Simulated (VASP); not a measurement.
# Zn (Im-3m) in VASP: a series of runs

Runs on Zn. Level: LDA. Tasks: single point.

All numbers are computed with VASP 6.6.1; they aren't measurements. Logs are shortened: lines on timing, memory, paths and dates and some standing lists are left out, and cuts for length are marked.

## (1) The cell of the first run

Symmetry: Im-3m, No. 229, cubic system. Conventional cell: a = 3.138 Å, b = 3.138 Å, c = 3.138 Å, α = 90.00°, β = 90.00°, γ = 90.00°. Zn (site symmetry m-3m) has 14 Zn at 2.72 to 3.14 Å within 3.6 Å.

## (2) Single point, LDA

The input, INCAR:

```
SYSTEM = Zn
PREC = Accurate ; ENCUT = 520
EDIFF = 1E-6 ; ISMEAR = -1
SIGMA = 0.05 ; LREAL = .False.
LASPH = .True. ; NELM = 80
ALGO = Normal ; ISIF = 2
LWAVE = .False. ; LCHARG = .True.
LELF = .True. ; LVHAR = .True.
NBANDS = 12
```

The input, KPOINTS:

```
regular mesh
0
Gamma
  12 12 12
  0 0 0
```

The input, POSCAR:

```
Zn
1.0
   -1.5690370000      1.5690370000      1.5690370000
    1.5690370000     -1.5690370000      1.5690370000
    1.5690370000      1.5690370000     -1.5690370000
Zn
1
Direct
    0.0000000000      0.0000000000      0.0000000000
```

Potentials or basis: VASP PAW LDA potentials, release 64 (Zn).

Command:

```
cat potpaw_LDA.64/Zn/POTCAR > POTCAR
mpirun -np 1 vasp_std > vasp.out
```

OUTCAR:

```text
SYSTEM = Zn
   PREC = Accurate
   ENCUT = 520
   EDIFF = 1E-6
   ISMEAR = -1
   LREAL = .False.
   LASPH = .True.
   NELM = 80
   ISIF = 2

 ion  position               nearest neighbor table
   1  0.000  0.000  0.000-

  LATTYP: Found a body centered cubic cell.
 ALAT       =     3.1380740000

  Lattice vectors:

 A1 = (  -1.5690370000,   1.5690370000,   1.5690370000)
 A2 = (   1.5690370000,  -1.5690370000,   1.5690370000)
 A3 = (   1.5690370000,   1.5690370000,  -1.5690370000)

Analysis of symmetry for initial positions (statically):
=====================================================================
 Subroutine PRICEL returns:
 Original cell was already a primitive cell.

 Routine SETGRP: Setting up the symmetry group for a
 body centered cubic supercell.

 Subroutine GETGRP returns: Found 48 space group operations
 (whereof 48 operations were pure point group operations)
 out of a pool of 48 trial point group operations.

The static configuration has the point symmetry O_h .

Analysis of symmetry for dynamics (positions and initial velocities):
=====================================================================
 Subroutine PRICEL returns:
 Original cell was already a primitive cell.

 Routine SETGRP: Setting up the symmetry group for a
 body centered cubic supercell.

 Subroutine GETGRP returns: Found 48 space group operations
 (whereof 48 operations were pure point group operations)
 out of a pool of 48 trial point group operations.

The dynamic configuration has the point symmetry O_h .

 Subroutine INISYM returns: Found 48 space group operations
 (whereof 48 operations are pure point group operations),
 and found     1 'primitive' translations

----------------------------------------------------------------------------------------

                                     Primitive cell

  volume of cell :      15.4511

  direct lattice vectors                    reciprocal lattice vectors
    -1.569037000  1.569037000  1.569037000     0.000000000  0.318666800  0.318666800
     1.569037000 -1.569037000  1.569037000     0.318666800  0.000000000  0.318666800
     1.569037000  1.569037000 -1.569037000     0.318666800  0.318666800  0.000000000

  length of vectors
     2.717651803  2.717651803  2.717651803     0.450662911  0.450662911  0.450662911

  position of ions in fractional coordinates (direct lattice)
     0.000000000  0.000000000  0.000000000

  ion indices of the primitive-cell ions
   primitive index   ion index
                 1           1

----------------------------------------------------------------------------------------

 KPOINTS: regular mesh

Automatic generation of k-mesh.
 Grid dimensions read from file:
 generate k-points for:   12   12   12

 Generating k-lattice:

  Cartesian coordinates                     Fractional coordinates (reciprocal lattice)
     0.000000000  0.026555567  0.026555567     0.083333333  0.000000000  0.000000000
     0.026555567  0.000000000  0.026555567     0.000000000  0.083333333  0.000000000
     0.026555567  0.026555567  0.000000000     0.000000000  0.000000000  0.083333333

  Length of vectors
     0.037555243  0.037555243  0.037555243

  Shift w.r.t. Gamma in fractional coordinates (k-lattice)
     0.000000000  0.000000000  0.000000000

 Subroutine IBZKPT returns following result:
 ===========================================

 Found     72 irreducible k-points:

 Following reciprocal coordinates:
            Coordinates               Weight
  0.000000  0.000000  0.000000      1.000000
  0.083333  0.000000  0.000000     12.000000
  0.166667  0.000000  0.000000     12.000000
  0.250000  0.000000  0.000000     12.000000
  0.333333  0.000000  0.000000     12.000000
  0.416667  0.000000  0.000000     12.000000
[... 16 lines left out ...]
  0.333333  0.083333  0.083333     24.000000
  0.416667  0.083333  0.083333     12.000000
 [... further k-points ...]
   k-points           NKPTS =     72   k-points in BZ     NKDIM =     72   number of bands    NBANDS=     12
   number of dos      NEDOS =    301   number of ions     NIONS =      1
   total plane-waves  NPLWV =   8000
   dimension x,y,z NGX =    20 NGY =   20 NGZ =   20
   dimension x,y,z NGXF=    40 NGYF=   40 NGZF=   40
   ions per type =               1
   NGX,Y,Z   is equivalent  to a cutoff of  12.23, 12.23, 12.23 a.u.
   NGXF,Y,Z  is equivalent  to a cutoff of  24.47, 24.47, 24.47 a.u.
 SYSTEM =  Zn
   PREC   = accura    normal or accurate (medium, high low for compatibility)
   ISTART =      0    job   : 0-new  1-cont  2-samecut
   ICHARG =      2    charge: 1-file 2-atom 10-const
   ISPIN  =      1    spin polarized calculation?
   LNONCOLLINEAR =      F non collinear calculations
   LSORBIT =      F    spin-orbit coupling
   LASPH  =      T    aspherical Exc in radial PAW
   ENCUT  =  520.0 eV  38.22 Ry    6.18 a.u.   5.05  5.05  5.05*2*pi/ulx,y,z
   NELM   =     80;   NELMIN=  2; NELMDL= -5     # of ELM steps
   EDIFF  = 0.1E-05   stopping-criterion for ELM
   LREAL  =      F    real-space projection
   EDIFFG = 0.1E-04   stopping-criterion for IOM
   NSW    =      0    number of steps for IOM
   IBRION =     -1    ionic relax: 0-MD 1-quasi-New 2-CG
   NFREE  =      0    steps in history (QN), initial steepest desc. (CG)
   ISIF   =      2    stress and relaxation
   ISYM   =      2    0-nonsym 1-usesym 2-fastsym
   POTIM  = 0.5000    time-step for ionic-motion
   TEBEG  =    0.0;   TEEND  =   0.0 temperature during run
   PSTRESS=    0.0 pullay stress
   NELECT =      12.0000    total number of electrons
   NUPDOWN=      -1.0000    fix difference up-down
   EMIN   =  10.00;   EMAX   =-10.00  energy-range for DOS
   EFERMI =   0.00;   METHOD = LEGACY
   ISMEAR =    -1;   SIGMA  =   0.05  broadening in eV -4-tet -1-fermi 0-gaus
   EFERMI_NEDOS =   21; number of points for ismear=-14 and -15
   IALGO  =     38    algorithm
   IMIX   =      4    mixing-type and parameters
     AMIX     =   0.40;   BMIX     =  1.00
     AMIX_MAG =   1.60;   BMIX_MAG =  1.00
  volume/ion in A,a.u.               =      15.45       104.27
  Fermi-wavevector in a.u.,A,eV,Ry     =   1.504811  2.843681 30.809811  2.264457
  Thomas-Fermi vector in A             =   2.615742
   LORBIT       =      0    0 simple, 1 ext, 2 COOP (PROOUT), +10 PAW based schemes
   GGA     = CA    functional components
   LHFCALC =     F    Hartree Fock is set to
   AEXX    =    0.0000 exact exchange contribution
   IVDW    =     0    specifies the selected vdW correction
   LEPSILON=     F    determine dielectric tensor
   LRPA    =     F    only Hartree local field effects (RPA)
 non-spin polarized calculation
  energy-cutoff  :      520.00
  volume of cell :       15.45
 maximum number of plane-waves:       430
   NGX = 11   NGY = 11   NGZ = 11

 number of electron      12.0000023 magnetization

 Free energy of the ion-electron system (eV)
  ---------------------------------------------------
  ext. energy  EPLUGINS =         0.00000000
  ---------------------------------------------------
  free energy    TOTEN  =        -1.72359023 eV

  energy without entropy =       -1.72027369  energy(sigma->0) =       -1.72193196

 E-fermi :   2.7962     XC(G=0): -11.8162

 val. band max:        2.7509405351   @ k =   0.4167   0.0833   0.0000
 cond. band min:       2.9078524073   @ k =   0.3333   0.2500   0.0833
 fundamental gap:      0.1569118722
 Fermi energy:         2.7961614393

 k-point     1 :       0.0000    0.0000    0.0000
  band No.  band energies     occupation
      1      -7.4870      2.00000
      2      -4.9818      2.00000
      3      -4.9818      2.00000
      4      -4.9818      2.00000
      5      -4.4780      2.00000
      6      -4.4780      2.00000
      7      21.5750      0.00000
      8      21.5750      0.00000
      9      21.5750      0.00000
     10      23.6938      0.00000
     11      23.6938      0.00000
     12      23.6938      0.00000

 k-point     2 :       0.0833    0.0000    0.0000
  band No.  band energies     occupation
      1      -7.2688      2.00000
      2      -5.0019      2.00000
      3      -4.9764      2.00000
      4      -4.9305      2.00000
      5      -4.4966      2.00000
      6      -4.4768      2.00000
      7      18.9661      0.00000
      8      20.2222      0.00000
      9      20.7441      0.00000
     10      22.2414      0.00000
     11      22.3043      0.00000
     12      23.3847      0.00000

 k-point     3 :       0.1667    0.0000    0.0000
  band No.  band energies     occupation
      1      -6.6441      2.00000
      2      -5.0568      2.00000
      3      -4.9449      2.00000
      4      -4.7876      2.00000
      5      -4.5323      2.00000
      6      -4.4728      2.00000
      7      14.8165      0.00000
      8      18.2196      0.00000
      9      19.0849      0.00000
     10      20.7916      0.00000
     11      21.2754      0.00000
     12      23.9275      0.00000

 k-point     4 :       0.2500    0.0000    0.0000
  band No.  band energies     occupation
      1      -5.8527      2.00000
      2      -5.1314      2.00000
      3      -4.6731      2.00000
      4      -4.5846      2.00000
      5      -4.5451      2.00000
      6      -4.4660      2.00000
      7      10.8517      0.00000
      8      16.4647      0.00000
      9      17.5736      0.00000
     10      19.6298      0.00000
     11      20.5065      0.00000
     12      25.0924      0.00000

 k-point     5 :       0.3333    0.0000    0.0000
  band No.  band energies     occupation
      1      -5.5781      2.00000
      2      -5.2056      2.00000
      3      -4.5364      2.00000
      4      -4.4574      2.00000
      5      -4.3717      2.00000
      6      -3.4631      2.00000
      7       7.2250      0.00000
      8      15.1193      0.00000
      9      16.4346      0.00000
     10      18.8187      0.00000
     11      19.9728      0.00000
     12      26.7256      0.00000

 k-point     6 :       0.4167    0.0000    0.0000
  band No.  band energies     occupation
      1      -5.5897      2.00000
      2      -5.2596      2.00000
      3      -4.5154      2.00000
      4      -4.4500      2.00000
      5      -4.2090      2.00000
      6      -1.5504      2.00000
      7       4.0049      0.00000
      8      14.2709      0.00000
      9      15.7321      0.00000
     10      18.3412      0.00000
     11      19.6674      0.00000
     12      28.7268      0.00000

 k-point     7 :       0.5000    0.0000    0.0000
  band No.  band energies     occupation
      1      -5.6087      2.00000
      2      -5.2793      2.00000
      3      -4.5061      2.00000
      4      -4.4471      2.00000
      5      -4.1478      2.00000
      6       0.2326      2.00000
      7       1.7961      2.00000
      8      13.9804      0.00000
      9      15.4950      0.00000
     10      18.1837      0.00000
     11      19.5688      0.00000
     12      30.3417      0.00000

 k-point     8 :       0.0833    0.0833    0.0000
  band No.  band energies     occupation
      1      -6.8449      2.00000
      2      -5.0208      2.00000
      3      -4.9961      2.00000
      4      -4.8167      2.00000
      5      -4.5284      2.00000
      6      -4.4691      2.00000
      7      16.8273      0.00000
      8      17.1726      0.00000
      9      19.0922      0.00000
     10      22.1178      0.00000
     11      22.3284      0.00000
     12      23.7817      0.00000
[... 166 lines left out ...]
 k-point    20 :       0.0833    0.0833    0.0833
  band No.  band energies     occupation
      1      -6.2581      2.00000
      2      -5.0609      2.00000
      3      -5.0609      2.00000
      4      -4.5743      2.00000
      5      -4.5034      2.00000
      6      -4.5034      2.00000
      7      14.7382      0.00000
      8      15.3954      0.00000
      9      15.3954      0.00000
     10      24.0192      0.00000
     11      24.0192      0.00000
     12      24.9623      0.00000

 k-point    21 :       0.1667    0.0833    0.0833
  band No.  band energies     occupation
      1      -5.5557      2.00000
      2      -5.1388      2.00000
      3      -5.0199      2.00000
      4      -4.5221      2.00000
      5      -4.4786      2.00000
      6      -4.0595      2.00000
      7      11.1987      0.00000
      8      13.4500      0.00000
      9      13.9684      0.00000
     10      23.9390      0.00000
     11      24.0646      0.00000
     12      25.6143      0.00000

 k-point    22 :       0.2500    0.0833    0.0833
  band No.  band energies     occupation
      1      -5.4026      2.00000
      2      -5.2089      2.00000
      3      -4.6901      2.00000
      4      -4.5141      2.00000
      5      -4.4600      2.00000
      6      -2.8605      2.00000
      7       7.6141      0.00000
      8      12.2589      0.00000
      9      12.9314      0.00000
     10      23.0737      0.00000
     11      23.5493      0.00000
     12      27.2261      0.00000

 k-point    23 :       0.3333    0.0833    0.0833
  band No.  band energies     occupation
      1      -5.4532      2.00000
      2      -5.2569      2.00000
      3      -4.4985      2.00000
      4      -4.4522      2.00000
      5      -4.4488      2.00000
      6      -0.9834      2.00000
      7       4.4033      0.00000
      8      11.5241      0.00000
      9      12.3018      0.00000
     10      22.5200      0.00000
     11      23.1828      0.00000
     12      29.2345      0.00000

 k-point    24 :       0.4167    0.0833    0.0833
  band No.  band energies     occupation
      1      -5.4795      2.00000
      2      -5.2739      2.00000
      3      -4.4895      2.00000
      4      -4.4451      2.00000
      5      -4.3759      2.00000
      6       0.9101      2.00000
      7       2.0767      2.00000
      8      11.2741      0.00000
      9      12.0906      0.00000
     10      22.3337      0.00000
     11      23.0567      0.00000
     12      30.9057      0.00000

 [... further k-points ...]
[... 5 lines left out ...]
  --------------------------------------------------------------------------------------
  -------------------------------------------------------------------------------------
  Total       -0.7569415     -0.7569415     -0.7569415      0.0000000      0.0000000      0.0000000
  in kB      -78.4898284    -78.4898284    -78.4898284      0.0000000      0.0000000      0.0000000
  external PRESSURE =     -78.4898284 kB  Pullay stress =       0.0000000 kB

 VOLUME and BASIS-vectors are now :
 -----------------------------------------------------------------------------
  energy-cutoff  :      520.00
  volume of cell :       15.45
      direct lattice vectors                 reciprocal lattice vectors
    -1.569037000  1.569037000  1.569037000     0.000000000  0.318666800  0.318666800
     1.569037000 -1.569037000  1.569037000     0.318666800  0.000000000  0.318666800
     1.569037000  1.569037000 -1.569037000     0.318666800  0.318666800  0.000000000

 POSITION                                       TOTAL-FORCE (eV/Angst)
 -----------------------------------------------------------------------------------
      0.00000      0.00000      0.00000         0.000000      0.000000      0.000000
 -----------------------------------------------------------------------------------
    total drift:                                0.000000     -0.000000      0.000000

  FREE ENERGIE OF THE ION-ELECTRON SYSTEM (eV)
  ---------------------------------------------------
  free  energy   TOTEN  =        -1.7235902283 eV

  energy  without entropy=       -1.7202736895  energy(sigma->0) =       -1.72193196
```

Run time: 6 s. Hardware: 1 thread of Intel Xeon Platinum 8375C at 2.90GHz (Ice Lake), shared host; peak memory 0.12 GiB.

What came out:

```
Free energy            : -1.7236 eV
Pressure               : -7.8 GPa
Band gap on the k mesh : zero (band 6 reaches 6.98 eV, above the bottom of band 7 at 1.80 eV)
```

Levels at points of the mesh, in eV from the Fermi level:
| k point | band 4 | band 5 | band 6 | band 7 | band 8 | band 9 |
| --- | --- | --- | --- | --- | --- | --- |
| (0.00, 0.00, 0.00) | -7.78 | -7.27 | -7.27 | 18.78 | 18.78 | 18.78 |
| (0.50, 0.00, 0.00) | -7.24 | -6.94 | -2.56 | -1.00 | 11.18 | 12.70 |
| (0.50, 0.50, 0.50) | -7.02 | -7.02 | 4.18 | 4.18 | 4.18 | 7.32 |

(Part 1 of 2 ends here.)
